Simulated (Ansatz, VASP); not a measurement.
# RbBr: VASP beside Ansatz

```xyz
2
Lattice="0.0000 3.4270 3.4270 3.4270 0.0000 3.4270 3.4270 3.4270 0.0000" Properties=species:S:1:pos:R:3 pbc="T T T"
Rb    0.0000    0.0000    0.0000
Br    3.4270    3.4270    3.4270
```

Alike in both runs: task single point; functional PBEsol; k mesh 6 × 6 × 6; no spin polarisation.

|  | VASP | Ansatz |
| --- | --- | --- |
| version | VASP 6.6.1 | Ansatz 0.2.0 |
| potentials or method | VASP PAW PBE potentials, release 64 (Rb_sv, Br), cutoff 520 eV | all-electron (LAPW or listed datasets) |
| occupations | gaussian, width 0.01 eV | fixed |

```csv
,VASP,Ansatz,Ansatz less VASP
gap on the k mesh at the Fermi level (eV),4.21,4.21,+0.003
pressure (GPa),0.0,-0.1,-0.04
```

VASP's potentials were made for PBE, not for PBEsol. Ansatz ran all-electron here, and VASP with PAW potentials.
